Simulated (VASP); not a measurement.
Input of a VASP 6.6.1 run:

The input INCAR:

```
ALGO = Normal
EDIFF = 1E-6
ENCUT = 520
GGA = PE
ISIF = 2
ISMEAR = 0
LASPH = True
LCHARG = False
LREAL = False
LWAVE = False
NBANDS = 46
NELM = 100
PREC = Accurate
SIGMA = 0.05
```

The input KPOINTS:

```
k-points
0
Gamma
  7 7 2
```

POSCAR

```
CdS
1.0
   -2.0985806452     -3.6348483013      0.0000000000
    2.0985806452     -3.6348483013      0.0000000000
    0.1748817204     -2.1203281757     13.6554617430
Cd S
4 4
Direct
    0.4402096031      0.3647239153      0.9058282541
    0.5652096031      0.5313905820      0.4058282541
    0.2943762698      0.2813905820      0.1558282541
    0.1693762698      0.1147239153      0.6558282541
    0.6431237302      0.6352760847      0.0941717459
    0.5181237302      0.4686094180      0.5941717459
    0.2472903969      0.2186094180      0.3441717459
    0.1222903969      0.0519427514      0.8441717459
```

Potentials or basis: VASP PAW PBE potentials, release 64 (Cd, S).

Run with:

```bash
$ cat potpaw_PBE.64/Cd/POTCAR potpaw_PBE.64/S/POTCAR > POTCAR
$ mpirun -np 1 vasp_std > vasp.out
```

**Question.** Estimate the band gap on the k mesh.

**Answer.** 0.63 eV.

**Question.** Predict the largest force.

**Answer.** 0.537 eV/Å.

**Question.** What does it give for the pressure?

**Answer.** -0.4 GPa.

Forces in eV/Å, atoms in the order of the input:
```
Cd  -0.041 -0.118  0.155
Cd   0.001  0.001 -0.190
Cd   0.033  0.040  0.083
Cd   0.003  0.000 -0.173
S   -0.018  0.074 -0.532
S    0.002  0.002  0.166
S   -0.002  0.001  0.184
S    0.023  0.000  0.307
```
